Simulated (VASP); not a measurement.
Input of a VASP 6.6.1 run:

Contents of INCAR:

```
ALGO     = Normal         # electronic algorithm
EDIFF    = 1E-6           # SCF threshold, eV
ENCUT    = 500            # plane-wave cutoff, eV
GGA      = PS             # functional
GGA_COMPAT= F            
ISIF     = 2              # what is computed and relaxed
ISMEAR   = 0              # smearing method
LASPH    = T              # aspherical terms in the spheres
LCHARG   = F              # write CHGCAR
LREAL    = F              # projectors in reciprocal space
LWAVE    = F              # write WAVECAR
NBANDS   = 18             # bands
NELM     = 120            # most SCF steps
PREC     = Accurate       # precision mode
SIGMA    = 0.15           # smearing width, eV
```

The input KPOINTS:

```
k-points
0
Gamma
  16 16 16
```

Contents of POSCAR:

```
BiTe
1.0
    0.0000000000      3.2451111351      3.2930684425
    3.2451111351      0.0000000000      3.2930684425
    3.2451111351      3.2451111351      0.0000000000
Bi Te
1 1
Direct
    0.0000000000      0.0000000000      0.0000000000
    0.5000000000      0.5000000000      0.5000000000
```

Potentials or basis: VASP PAW PBE potentials, release 64 (Bi_d, Te).

Run with:

```console
$ cat potpaw_PBE.64/Bi_d/POTCAR potpaw_PBE.64/Te/POTCAR > POTCAR
$ mpirun -np 1 vasp_std > vasp.out
```

(1) What does it give for the pressure?

(2) Predict the band gap on the k mesh.

## Answers

(1) -2.8 GPa.

(2) zero (an odd number of electrons rules out a gap without spin polarisation).

Caveat: the cell differs from its parent crystal (strain +0.015 along x and y, +0.030 along z); the PAW data sets were made with another functional, which shifts forces and pressure a little; spin-orbit coupling is left out, which moves the levels of the heavy elements.
